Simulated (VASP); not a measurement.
# C (C2/m) in VASP: notebook, part 2 of 2

VASP 6.6.1.

**3. Single point, PBEsol**

This run uses another cell than the first one, of 9.52 Å³/atom, 1.040 times its volume.

The input, INCAR:

```
PREC = Accurate
ENCUT = 520
EDIFF = 1E-6
ISMEAR = 0
SIGMA = 0.15
LREAL = F
LASPH = T
NELM = 100
ALGO = Normal
ISIF = 2
LWAVE = F
LCHARG = F
GGA = PS
NBANDS = 11
```

The input, KPOINTS:

```
Automatic mesh
0
Gamma
  14 14 8
```

The input, POSCAR:

```
C
1.0
    2.1553142629     -1.2444434325      0.0000000000
    2.1553142629      1.2444434325      0.0000000000
   -1.3972177390      0.0000000000      3.5489251545
C
2
Direct
    0.8333600000      0.8333600000      0.0000900000
    0.1666400000      0.1666400000      0.9999100000
```

Potentials or basis: VASP PAW PBE potentials, release 64 (C).

Started as:

```
cat potpaw_PBE.64/C/POTCAR > POTCAR
mpirun -np 1 vasp_std > vasp.out
```

OUTCAR:

```text
PREC = Accurate
   ENCUT = 520
   EDIFF = 1E-6
   ISMEAR = 0
   LREAL = F
   LASPH = T
   NELM = 100
   ISIF = 2
   GGA = PS

 ion  position               nearest neighbor table
   1  0.833  0.833  0.000-   2 1.44   2 1.44   2 1.44
   2  0.167  0.167  1.000-   1 1.44   1 1.44   1 1.44

  LATTYP: Found a base centered monoclinic cell.
 ALAT       =     4.3106285258
 B/A-ratio  =     0.5773837504
 C/A-ratio  =     0.8848047022
 COS(beta)  =    -0.3663330234

  Lattice vectors:

 A1 = (   2.1553142629,  -1.2444434325,   0.0000000000)
 A2 = (   2.1553142629,   1.2444434325,   0.0000000000)
 A3 = (  -1.3972177390,   0.0000000000,   3.5489251545)

Analysis of symmetry for initial positions (statically):
=====================================================================
 Subroutine PRICEL returns:
 Original cell was already a primitive cell.

 Routine SETGRP: Setting up the symmetry group for a
 base centered monoclinic supercell.

 Subroutine GETGRP returns: Found  4 space group operations
 (whereof  4 operations were pure point group operations)
 out of a pool of  4 trial point group operations.

The static configuration has the point symmetry C_2h.

Analysis of symmetry for dynamics (positions and initial velocities):
=====================================================================
 Subroutine PRICEL returns:
 Original cell was already a primitive cell.

 Routine SETGRP: Setting up the symmetry group for a
 base centered monoclinic supercell.

 Subroutine GETGRP returns: Found  4 space group operations
 (whereof  4 operations were pure point group operations)
 out of a pool of  4 trial point group operations.

The dynamic configuration has the point symmetry C_2h.

 Subroutine INISYM returns: Found  4 space group operations
 (whereof  4 operations are pure point group operations),
 and found     1 'primitive' translations

----------------------------------------------------------------------------------------

                                     Primitive cell

  volume of cell :      19.0376

  direct lattice vectors                    reciprocal lattice vectors
     2.155314263 -1.244443433  0.000000000     0.231984731 -0.401786041  0.091332775
     2.155314263  1.244443433  0.000000000     0.231984731  0.401786041  0.091332775
    -1.397217739  0.000000000  3.548925155     0.000000000  0.000000000  0.281775455

  length of vectors
     2.488778622  2.488778622  3.814064389     0.472853692  0.472853692  0.281775455

  position of ions in fractional coordinates (direct lattice)
     0.833360000  0.833360000  0.000090000
     0.166640000  0.166640000  0.999910000

  ion indices of the primitive-cell ions
   primitive index   ion index
                 1           1
                 2           2

----------------------------------------------------------------------------------------

 KPOINTS: Automatic mesh

Automatic generation of k-mesh.
 Grid dimensions read from file:
 generate k-points for:   14   14    8

 Generating k-lattice:

  Cartesian coordinates                     Fractional coordinates (reciprocal lattice)
[... 21 lines left out ...]
  0.285714 -0.000000  0.000000      4.000000
  0.357143 -0.000000  0.000000      4.000000
[... 16 lines left out ...]
  0.214286  0.142857 -0.000000      4.000000
  0.285714  0.142857  0.000000      4.000000
 [... further k-points ...]
   k-points           NKPTS =    429   k-points in BZ     NKDIM =    429   number of bands    NBANDS=     11
   number of dos      NEDOS =    301   number of ions     NIONS =      2
   total plane-waves  NPLWV =  11200
   dimension x,y,z NGX =    20 NGY =   20 NGZ =   28
   dimension x,y,z NGXF=    40 NGYF=   40 NGZF=   56
   ions per type =               2
   NGX,Y,Z   is equivalent  to a cutoff of  13.36, 13.36, 12.20 a.u.
   NGXF,Y,Z  is equivalent  to a cutoff of  26.72, 26.72, 24.41 a.u.
 SYSTEM =  unknown system
   PREC   = accura    normal or accurate (medium, high low for compatibility)
   ISTART =      0    job   : 0-new  1-cont  2-samecut
   ICHARG =      2    charge: 1-file 2-atom 10-const
   ISPIN  =      1    spin polarized calculation?
   LNONCOLLINEAR =      F non collinear calculations
   LSORBIT =      F    spin-orbit coupling
   LASPH  =      T    aspherical Exc in radial PAW
   ENCUT  =  520.0 eV  38.22 Ry    6.18 a.u.   4.63  4.63  7.09*2*pi/ulx,y,z
   NELM   =    100;   NELMIN=  2; NELMDL= -5     # of ELM steps
   EDIFF  = 0.1E-05   stopping-criterion for ELM
   LREAL  =      F    real-space projection
   EDIFFG = 0.1E-04   stopping-criterion for IOM
   NSW    =      0    number of steps for IOM
   IBRION =     -1    ionic relax: 0-MD 1-quasi-New 2-CG
   NFREE  =      0    steps in history (QN), initial steepest desc. (CG)
   ISIF   =      2    stress and relaxation
   ISYM   =      2    0-nonsym 1-usesym 2-fastsym
   POTIM  = 0.5000    time-step for ionic-motion
   TEBEG  =    0.0;   TEEND  =   0.0 temperature during run
   PSTRESS=    0.0 pullay stress
   NELECT =       8.0000    total number of electrons
   NUPDOWN=      -1.0000    fix difference up-down
   EMIN   =  10.00;   EMAX   =-10.00  energy-range for DOS
   EFERMI =   0.00;   METHOD = LEGACY
   ISMEAR =     0;   SIGMA  =   0.15  broadening in eV -4-tet -1-fermi 0-gaus
   EFERMI_NEDOS =   21; number of points for ismear=-14 and -15
   IALGO  =     38    algorithm
   IMIX   =      4    mixing-type and parameters
     AMIX     =   0.40;   BMIX     =  1.00
     AMIX_MAG =   1.60;   BMIX_MAG =  1.00
  volume/ion in A,a.u.               =       9.52        64.24
  Fermi-wavevector in a.u.,A,eV,Ry     =   1.226217  2.317214 20.457827  1.503608
  Thomas-Fermi vector in A             =   2.361226
   LORBIT       =      0    0 simple, 1 ext, 2 COOP (PROOUT), +10 PAW based schemes
   GGA     = PS    functional components
   LHFCALC =     F    Hartree Fock is set to
   AEXX    =    0.0000 exact exchange contribution
   IVDW    =     0    specifies the selected vdW correction
   LEPSILON=     F    determine dielectric tensor
   LRPA    =     F    only Hartree local field effects (RPA)
 non-spin polarized calculation
 Gauss-broadening in eV      SIGMA  =   0.15
  energy-cutoff  :      520.00
  volume of cell :       19.04
 maximum number of plane-waves:       526
   NGX =  9   NGY =  9   NGZ = 15

 number of electron       7.9999999 magnetization

 Free energy of the ion-electron system (eV)
  ---------------------------------------------------
  ext. energy  EPLUGINS =         0.00000000
  ---------------------------------------------------
  free energy    TOTEN  =       -19.27364819 eV

  energy without entropy =      -19.27364751  energy(sigma->0) =      -19.27364785

 E-fermi :   4.0101     XC(G=0): -10.0974

 val. band max:        3.6244493719   @ k =  -0.2857   0.3571   0.1250
 cond. band min:       4.3924371366   @ k =  -0.3571   0.3571   0.5000
 fundamental gap:      0.7679877647
 Fermi energy:         4.0100920632

 k-point     1 :       0.0000    0.0000    0.0000
  band No.  band energies     occupation
      1     -15.3870      2.00000
      2      -2.6941      2.00000
      3       0.9658      2.00000
      4       0.9678      2.00000
      5       7.7200      0.00000
      6      12.0958      0.00000
      7      12.0995      0.00000
      8      15.0233      0.00000
      9      16.0260      0.00000
     10      25.9572      0.00000
     11      27.3905      0.00000
[... 309 lines left out ...]
 k-point    24 :       0.2857    0.1429    0.0000
  band No.  band energies     occupation
      1     -13.9331      2.00000
      2      -2.8342      2.00000
      3      -1.6219      2.00000
      4      -1.3833      2.00000
      5      10.2074      0.00000
      6      11.1217      0.00000
      7      13.2785      0.00000
      8      14.8142      0.00000
      9      19.6288      0.00000
     10      21.6321      0.00000
     11      27.2417      0.00000

 [... further k-points ...]

------------------------ aborting loop because EDIFF is reached ----------------------------------------

  FORCE on cell =-STRESS in cart. coord.  units (eV):
  Direction    XX          YY          ZZ          XY          YZ          ZX
  --------------------------------------------------------------------------------------
  -------------------------------------------------------------------------------------
  Total       -1.5201954     -1.5251483      0.0242128      0.0000000      0.0000000     -0.0033728
  in kB     -127.9373652   -128.3541890      2.0377098      0.0000000      0.0000000     -0.2838506
  external PRESSURE =     -84.7512815 kB  Pullay stress =       0.0000000 kB

 VOLUME and BASIS-vectors are now :
 -----------------------------------------------------------------------------
  energy-cutoff  :      520.00
  volume of cell :       19.04
      direct lattice vectors                 reciprocal lattice vectors
     2.155314263 -1.244443433  0.000000000     0.231984731 -0.401786041  0.091332775
     2.155314263  1.244443433  0.000000000     0.231984731  0.401786041  0.091332775
    -1.397217739  0.000000000  3.548925155     0.000000000  0.000000000  0.281775455

 POSITION                                       TOTAL-FORCE (eV/Angst)
 -----------------------------------------------------------------------------------
      3.59218      0.00000      0.00032         0.001968      0.000000     -0.003359
     -0.67877      0.00000      3.54861        -0.001968      0.000000      0.003359
 -----------------------------------------------------------------------------------
    total drift:                                0.000000     -0.000000     -0.000000

  FREE ENERGIE OF THE ION-ELECTRON SYSTEM (eV)
  ---------------------------------------------------
  free  energy   TOTEN  =       -19.2736481871 eV

  energy  without entropy=      -19.2736475139  energy(sigma->0) =      -19.27364785
```

OSZICAR:

```text
N       E                     dE             d eps       ncg     rms          rms(c)
DAV:   1     0.421036384427E+00    0.42104E+00   -0.40369E+03  9614   0.640E+02
DAV:   2    -0.198602244638E+02   -0.20281E+02   -0.19389E+02 12459   0.118E+02
DAV:   3    -0.203509064053E+02   -0.49068E+00   -0.48961E+00 11978   0.149E+01
DAV:   4    -0.203528405379E+02   -0.19341E-02   -0.19339E-02 11059   0.114E+00
DAV:   5    -0.203528484825E+02   -0.79446E-05   -0.79444E-05 12059   0.678E-02    0.613E+00
DAV:   6    -0.195350935586E+02    0.81775E+00   -0.68566E-01 11109   0.473E+00    0.354E+00
DAV:   7    -0.192714315147E+02    0.26366E+00   -0.77864E-01 11376   0.510E+00    0.904E-01
DAV:   8    -0.192738575010E+02   -0.24260E-02   -0.19961E-02 10487   0.887E-01    0.124E-01
DAV:   9    -0.192735831663E+02    0.27433E-03   -0.57216E-04 11548   0.146E-01    0.599E-02
DAV:  10    -0.192736475517E+02   -0.64385E-04   -0.15786E-04 10753   0.807E-02    0.271E-02
DAV:  11    -0.192736481871E+02   -0.63542E-06   -0.62135E-06 11610   0.142E-02
   1 F= -.19273648E+02 E0= -.19273648E+02  d E =-.673197E-06
```

stdout:

```text
POSCAR found type information on POSCAR C
 POSCAR found :  1 types and       2 ions
 scaLAPACK will be used
 -----------------------------------------------------------------------------
|                                                                             |
|                                                                             |
|     You enforced a specific xc type in the INCAR file but a different       |
|     I HOPE YOU KNOW WHAT YOU ARE DOING!                                     |
|                                                                             |
 -----------------------------------------------------------------------------

 LDA part: xc-table for (Slater+PW92), standard interpolation
 POSCAR, INCAR and KPOINTS ok, starting setup
 FFT: planning ... GRIDC
 FFT: planning ... GRID_SOFT
 FFT: planning ... GRID
 WAVECAR not read
 entering main loop
```

Wall time 69 s (1 thread of Intel Xeon Platinum 8259CL at 2.50GHz (Skylake/Cascade Lake), shared host); peak memory 0.18 GiB.

What came out:

```yaml
Free_energy: -19.2736 eV
Pressure: -8.5 GPa
Largest_force: 0.004 eV/Å
Band_gap_on_the_k_mesh: 0.77 eV, indirect (least direct gap 0.79 eV)
```

Forces in eV/Å, atoms in the order of the input:
```
C    0.002  0.000 -0.003
C   -0.002  0.000  0.003
```

Caveat: the PAW data sets were made with another functional, which shifts forces and pressure a little; this functional lacks dispersion, which binds the layers, so the pressure and a relaxed spacing across them are unreliable. A k mesh can miss the band edges.
